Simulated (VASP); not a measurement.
# LiCl (I-4m2) in VASP: single point with HSE06

Aim: the single point of LiCl with HSE06.

Everything below comes from runs of VASP 6.6.1. Logs are shortened: lines on timing, memory, paths and dates and some standing lists are left out, and cuts for length are marked.

## Step 1: The cell of the first run

The structure is tetragonal, space group I-4m2 (No. 119). The conventional cell has a = 3.865 Å, b = 3.865 Å, c = 5.493 Å, α = 90.00°, β = 90.00°, γ = 90.00°. Li (site symmetry -4m2) has 4 Cl at 2.37 Å within 3.1 Å. Cl (site symmetry -4m2) has 4 Li at 2.37 Å within 3.1 Å.

## Step 2: Single point, HSE06 (uniaxial z strain +0.5%)

Input file POSCAR:

```
LiCl
1.0
    0.0000000000      2.7330425368      2.7467077495
    2.7330425368      0.0000000000      2.7467077495
    2.7330425368      2.7330425368      0.0000000000
Li Cl
1 1
Direct
    0.0000000000      0.0000000000      0.0000000000
    0.2500000000      0.2500000000      0.2500000000
```

Input file INCAR.step1:

```
SYSTEM = LiCl
PREC = Accurate ; ENCUT = 520
EDIFF = 1E-5 ; ISMEAR = 0
SIGMA = 0.01 ; LREAL = .False.
LASPH = .True. ; NELM = 80
ALGO = Normal ; ISIF = 2
LWAVE = .True. ; LCHARG = .False.
GGA = PE ; NBANDS = 12
```

Input file INCAR.step2:

```
SYSTEM = LiCl
PREC = Accurate ; ENCUT = 520
EDIFF = 1E-6 ; ISMEAR = 0
SIGMA = 0.01 ; LREAL = .False.
LASPH = .True. ; NELM = 80
ALGO = Normal ; ISIF = 2
LWAVE = .False. ; LCHARG = .False.
GGA = PE ; LHFCALC = .True.
HFSCREEN = 0.2079 ; PRECFOCK = Normal
ISTART = 1 ; NBANDS = 12
```

Input file KPOINTS:

```
regular mesh
0
Gamma
  6 6 6
  0 0 0
```

Potentials or basis: VASP PAW PBE potentials, release 64 (Li_sv, Cl).

On the command line:

```
cat potpaw_PBE.64/Li_sv/POTCAR potpaw_PBE.64/Cl/POTCAR > POTCAR
cp INCAR.step1 INCAR
mpirun -np 1 vasp_std > vasp.out
cp INCAR.step2 INCAR
mpirun -np 1 vasp_std > vasp.out
```

OUTCAR:

```text
SYSTEM = LiCl
   PREC = Accurate
   ENCUT = 520
   EDIFF = 1E-6
   ISMEAR = 0
   LREAL = .False.
   LASPH = .True.
   NELM = 80
   ISIF = 2
   GGA = PE
   LHFCALC = .True.
   HFSCREEN = 0.2079
   PRECFOCK = Normal
   ISTART = 1

 ion  position               nearest neighbor table
   1  0.000  0.000  0.000-   2 2.37   2 2.37   2 2.37   2 2.37
   2  0.250  0.250  0.250-   1 2.37   1 2.37   1 2.37   1 2.37

  LATTYP: Found a body centered tetragonal cell.
 ALAT       =     3.8651058221
 C/A-ratio  =     1.4212846302

  Lattice vectors:

 A1 = (  -2.7330425368,   0.0000000000,   2.7467077495)
 A2 = (   2.7330425368,   0.0000000000,   2.7467077495)
 A3 = (   0.0000000000,   2.7330425368,  -2.7467077495)

Analysis of symmetry for initial positions (statically):
=====================================================================
 Subroutine PRICEL returns:
 Original cell was already a primitive cell.

 Routine SETGRP: Setting up the symmetry group for a
 body centered tetragonal supercell.

 Subroutine GETGRP returns: Found  8 space group operations
 (whereof  8 operations were pure point group operations)
 out of a pool of 16 trial point group operations.

The static configuration has the point symmetry D_2d.

Analysis of symmetry for dynamics (positions and initial velocities):
=====================================================================
 Subroutine PRICEL returns:
 Original cell was already a primitive cell.

 Routine SETGRP: Setting up the symmetry group for a
 body centered tetragonal supercell.

 Subroutine GETGRP returns: Found  8 space group operations
 (whereof  8 operations were pure point group operations)
 out of a pool of 16 trial point group operations.

The dynamic configuration has the point symmetry D_2d.

 Subroutine INISYM returns: Found  8 space group operations
 (whereof  8 operations are pure point group operations),
 and found     1 'primitive' translations

----------------------------------------------------------------------------------------

                                     Primitive cell

  volume of cell :      41.0332

  direct lattice vectors                    reciprocal lattice vectors
     0.000000000  2.733042537  2.746707750    -0.182946293  0.182946293  0.182036112
     2.733042537  0.000000000  2.746707750     0.182946293 -0.182946293  0.182036112
     2.733042537  2.733042537  0.000000000     0.182946293  0.182946293 -0.182036112

  length of vectors
     3.874780635  3.874780635  3.865105822     0.316347654  0.316347654  0.316347654

  position of ions in fractional coordinates (direct lattice)
     0.000000000  0.000000000  0.000000000
     0.250000000  0.250000000  0.250000000

  ion indices of the primitive-cell ions
   primitive index   ion index
                 1           1
                 2           2

----------------------------------------------------------------------------------------

 KPOINTS: regular mesh

Automatic generation of k-mesh.
 Grid dimensions read from file:
 generate k-points for:    6    6    6

 Generating k-lattice:

  Cartesian coordinates                     Fractional coordinates (reciprocal lattice)
    -0.030491049  0.030491049  0.030339352     0.166666667  0.000000000  0.000000000
     0.030491049 -0.030491049  0.030339352     0.000000000  0.166666667  0.000000000
     0.030491049  0.030491049 -0.030339352     0.000000000  0.000000000  0.166666667

  Length of vectors
     0.052724609  0.052724609  0.052724609

  Shift w.r.t. Gamma in fractional coordinates (k-lattice)
     0.000000000  0.000000000  0.000000000

 Subroutine IBZKPT returns following result:
 ===========================================

 Found     30 irreducible k-points:

 Following reciprocal coordinates:
            Coordinates               Weight
  0.000000  0.000000  0.000000      1.000000
  0.166667 -0.000000  0.000000      8.000000
  0.333333 -0.000000  0.000000      8.000000
  0.500000 -0.000000  0.000000      4.000000
  0.166667  0.166667  0.000000      2.000000
  0.333333  0.166667  0.000000      8.000000
[... 16 lines left out ...]
  0.333333  0.000000  0.333333      4.000000
  0.500000  0.000000  0.333333     16.000000
 [... further k-points ...]
   k-points           NKPTS =     30   k-points in BZ     NKDIM =    216   number of bands    NBANDS=     12
   number of dos      NEDOS =    301   number of ions     NIONS =      2
   total plane-waves  NPLWV =  27000
   dimension x,y,z NGX =    30 NGY =   30 NGZ =   30
   dimension x,y,z NGXF=    60 NGYF=   60 NGZF=   60
   ions per type =               1   1
   NGX,Y,Z   is equivalent  to a cutoff of  12.87, 12.87, 12.90 a.u.
   NGXF,Y,Z  is equivalent  to a cutoff of  25.74, 25.74, 25.81 a.u.
 SYSTEM =  LiCl
   PREC   = accura    normal or accurate (medium, high low for compatibility)
   ISTART =      1    job   : 0-new  1-cont  2-samecut
   ICHARG =      0    charge: 1-file 2-atom 10-const
   ISPIN  =      1    spin polarized calculation?
   LNONCOLLINEAR =      F non collinear calculations
   LSORBIT =      F    spin-orbit coupling
   LASPH  =      T    aspherical Exc in radial PAW
   ENCUT  =  520.0 eV  38.22 Ry    6.18 a.u.   7.20  7.20  7.19*2*pi/ulx,y,z
   NELM   =     80;   NELMIN=  2; NELMDL=  0     # of ELM steps
   EDIFF  = 0.1E-05   stopping-criterion for ELM
   LREAL  =      F    real-space projection
   EDIFFG = 0.1E-04   stopping-criterion for IOM
   NSW    =      0    number of steps for IOM
   IBRION =     -1    ionic relax: 0-MD 1-quasi-New 2-CG
   NFREE  =      0    steps in history (QN), initial steepest desc. (CG)
   ISIF   =      2    stress and relaxation
   ISYM   =      3    0-nonsym 1-usesym 2-fastsym
   POTIM  = 0.5000    time-step for ionic-motion
   TEBEG  =    0.0;   TEEND  =   0.0 temperature during run
   PSTRESS=    0.0 pullay stress
   NELECT =      10.0000    total number of electrons
   NUPDOWN=      -1.0000    fix difference up-down
   EMIN   =  10.00;   EMAX   =-10.00  energy-range for DOS
   EFERMI =   0.00;   METHOD = LEGACY
   ISMEAR =     0;   SIGMA  =   0.01  broadening in eV -4-tet -1-fermi 0-gaus
   EFERMI_NEDOS =   21; number of points for ismear=-14 and -15
   IALGO  =     38    algorithm
   IMIX   =      1    mixing-type and parameters
     AMIX     =   0.40;   BMIX     =  1.00
     AMIX_MAG =   1.60;   BMIX_MAG =  1.00
  volume/ion in A,a.u.               =      20.52       138.45
  Fermi-wavevector in a.u.,A,eV,Ry     =   1.022578  1.932392 14.227145  1.045666
  Thomas-Fermi vector in A             =   2.156265
   LORBIT       =      0    0 simple, 1 ext, 2 COOP (PROOUT), +10 PAW based schemes
   GGA     = PE    functional components
   LHFCALC =     T    Hartree Fock is set to
   PRECFOCK=normal    Normal, Fast or Accurate (Low or Medium for compatibility)
   ENCUT4O =  -1.0   cutoff for four orbital integrals eV
   NKREDX  =     1    reduce k-point grid by
   NKREDY  =     1    reduce k-point grid by
   NKREDZ  =     1    reduce k-point grid by
   AEXX    =    0.2500 exact exchange contribution
   HFSCREEN=    0.2079 screening length (either q_TF or 0.3 A-1)
   HFSCREENC=   0.2079 screening length for correlation (either q_TF or 0.3 A-1)
   ENCUTFOCK=  -1.0 apply spherical cutoff to Coloumb kernel
   IVDW    =     0    specifies the selected vdW correction
   LEPSILON=     F    determine dielectric tensor
   LRPA    =     F    only Hartree local field effects (RPA)
 non-spin polarized calculation
 Gauss-broadening in eV      SIGMA  =   0.01
  energy-cutoff  :      520.00
  volume of cell :       41.03
 maximum number of plane-waves:      1119
 NGX is ok and might be reduce to    30
  NGX = 24; NGY = 24; NGZ = 24

 number of electron      10.0000002 magnetization

 Free energy of the ion-electron system (eV)
  ---------------------------------------------------
  ext. energy  EPLUGINS =         0.00000000
  ---------------------------------------------------
  free energy    TOTEN  =        -8.49391322 eV

  energy without entropy =       -8.49391322  energy(sigma->0) =       -8.49391322

 E-fermi :  -2.0127     XC(G=0):  -6.4511

 val. band max:       -2.1639016537   @ k =   0.0000   0.0000   0.0000
 cond. band min:       5.1983919798   @ k =   0.0000   0.0000   0.0000
 fundamental gap:      7.3622936334
 Fermi energy:        -2.0126605118

 k-point     1 :       0.0000    0.0000    0.0000
  band No.  band energies     occupation
      1     -47.7221      2.00000
      2     -16.0922      2.00000
      3      -2.1734      2.00000
      4      -2.1639      2.00000
      5      -2.1639      2.00000
      6       5.1984      0.00000
      7       9.5473      0.00000
      8       9.5547      0.00000
      9       9.5547      0.00000
     10      14.0070      0.00000
     11      14.0929      0.00000
     12      16.9884      0.00000

 k-point     2 :       0.1667   -0.0000    0.0000
  band No.  band energies     occupation
      1     -47.7217      2.00000
      2     -16.0155      2.00000
      3      -2.8047      2.00000
      4      -2.2540      2.00000
      5      -2.2443      2.00000
      6       5.8951      0.00000
      7       9.7115      0.00000
      8       9.8270      0.00000
      9       9.8390      0.00000
     10      13.2656      0.00000
     11      13.3209      0.00000
     12      15.7311      0.00000

 k-point     3 :       0.3333   -0.0000    0.0000
  band No.  band energies     occupation
      1     -47.7208      2.00000
      2     -15.8538      2.00000
      3      -3.8626      2.00000
      4      -2.4118      2.00000
      5      -2.3958      2.00000
      6       7.0918      0.00000
      7       9.8504      0.00000
      8       9.8944      0.00000
      9       9.9312      0.00000
     10      13.8992      0.00000
     11      13.9003      0.00000
     12      15.5163      0.00000

 k-point     4 :       0.5000   -0.0000    0.0000
  band No.  band energies     occupation
      1     -47.7204      2.00000
      2     -15.7684      2.00000
      3      -4.3253      2.00000
      4      -2.4865      2.00000
      5      -2.4675      2.00000
      6       7.6222      0.00000
      7       9.6668      0.00000
      8       9.7129      0.00000
      9      10.0355      0.00000
     10      15.7599      0.00000
     11      15.7869      0.00000
     12      15.8757      0.00000

 k-point     5 :       0.1667    0.1667    0.0000
  band No.  band energies     occupation
      1     -47.7216      2.00000
      2     -15.9913      2.00000
      3      -2.7388      2.00000
      4      -2.4055      2.00000
      5      -2.4055      2.00000
      6       6.0187      0.00000
      7       9.5233      0.00000
      8      10.2183      0.00000
      9      10.2183      0.00000
     10      11.5748      0.00000
     11      14.5393      0.00000
     12      17.7293      0.00000
[... 228 lines left out ...]
      1     -47.7203      2.00000
      2     -15.7467      2.00000
      3      -3.7841      2.00000
      4      -3.0902      2.00000
      5      -2.7138      2.00000
      6       7.3002      0.00000
      7       9.1776      0.00000
      8      10.3334      0.00000
      9      11.6008      0.00000
     10      12.6473      0.00000
     11      15.7928      0.00000
     12      16.6381      0.00000

 k-point    22 :      -0.3333    0.5000    0.1667
  band No.  band energies     occupation
      1     -47.7198      2.00000
      2     -15.6674      2.00000
      3      -3.7716      2.00000
      4      -3.2601      2.00000
      5      -3.1571      2.00000
      6       6.7946      0.00000
      7       9.6465      0.00000
      8      11.0624      0.00000
      9      11.8803      0.00000
     10      13.6473      0.00000
     11      16.0473      0.00000
     12      16.6595      0.00000

 k-point    23 :       0.3333    0.0000    0.3333
  band No.  band energies     occupation
      1     -47.7204      2.00000
      2     -15.7768      2.00000
      3      -3.5868      2.00000
      4      -2.8620      2.00000
      5      -2.8580      2.00000
      6       6.2648      0.00000
      7       9.2064      0.00000
      8      11.4016      0.00000
      9      11.8834      0.00000
     10      11.9407      0.00000
     11      15.6792      0.00000
     12      18.7241      0.00000

 k-point    24 :       0.5000    0.0000    0.3333
  band No.  band energies     occupation
      1     -47.7200      2.00000
      2     -15.6922      2.00000
      3      -3.8391      2.00000
      4      -3.1788      2.00000
      5      -2.9295      2.00000
      6       6.4449      0.00000
      7       9.2910      0.00000
      8      11.5459      0.00000
      9      12.1549      0.00000
     10      13.2013      0.00000
     11      16.0610      0.00000
     12      16.5996      0.00000

 [... further k-points ...]

------------------------ aborting loop because EDIFF is reached ----------------------------------------

  FORCE on cell =-STRESS in cart. coord.  units (eV):
  Direction    XX          YY          ZZ          XY          YZ          ZX
  --------------------------------------------------------------------------------------
  -------------------------------------------------------------------------------------
  Total        0.0089014      0.0089014     -0.0042512      0.0000000      0.0000000      0.0000000
  in kB        0.3475617      0.3475617     -0.1659905      0.0000000      0.0000000      0.0000000
  external PRESSURE =       0.1763777 kB  Pullay stress =       0.0000000 kB

 VOLUME and BASIS-vectors are now :
 -----------------------------------------------------------------------------
  energy-cutoff  :      520.00
  volume of cell :       41.03
      direct lattice vectors                 reciprocal lattice vectors
     0.000000000  2.733042537  2.746707750    -0.182946293  0.182946293  0.182036112
     2.733042537  0.000000000  2.746707750     0.182946293 -0.182946293  0.182036112
     2.733042537  2.733042537  0.000000000     0.182946293  0.182946293 -0.182036112

 POSITION                                       TOTAL-FORCE (eV/Angst)
 -----------------------------------------------------------------------------------
      0.00000      0.00000      0.00000        -0.000000     -0.000000      0.000000
      1.36652      1.36652      1.37335         0.000000      0.000000     -0.000000
 -----------------------------------------------------------------------------------
    total drift:                                0.000000      0.000001      0.000000

  FREE ENERGIE OF THE ION-ELECTRON SYSTEM (eV)
  ---------------------------------------------------
  free  energy   TOTEN  =        -8.4939132233 eV

  energy  without entropy=       -8.4939132233  energy(sigma->0) =       -8.49391322
```

Run time: 34 min. Hardware: 1 thread of Intel Xeon 8259CL, shared host; peak memory 0.29 GiB.

What came out:

```yaml
Free_energy: -8.4939 eV
Band_gap_on_the_k_mesh: 7.36 eV
```

Levels at points of the mesh, in eV from the valence-band top:
| k point | band 3 | band 4 | band 5 | band 6 | band 7 | band 8 |
| --- | --- | --- | --- | --- | --- | --- |
| (0.00, 0.00, 0.00) | -0.01 | 0.00 | 0.00 | 7.36 | 11.71 | 11.72 |
| (0.50, 0.00, 0.00) | -2.16 | -0.32 | -0.30 | 9.79 | 11.83 | 11.88 |
| (0.50, 0.50, 0.00) | -1.78 | -0.88 | -0.88 | 7.95 | 11.09 | 15.11 |
| (0.50, 0.00, 0.50) | -1.77 | -0.90 | -0.90 | 7.94 | 11.07 | 15.18 |

Caveat: the cell differs from its parent crystal (uniaxial z strain +0.5%); the cutoff is under 1.25 times the usual one of these potentials, so pressure, stress and relaxed cells hold a basis-set (Pulay) error; the PAW data sets were made with another functional, which shifts forces and pressure a little.
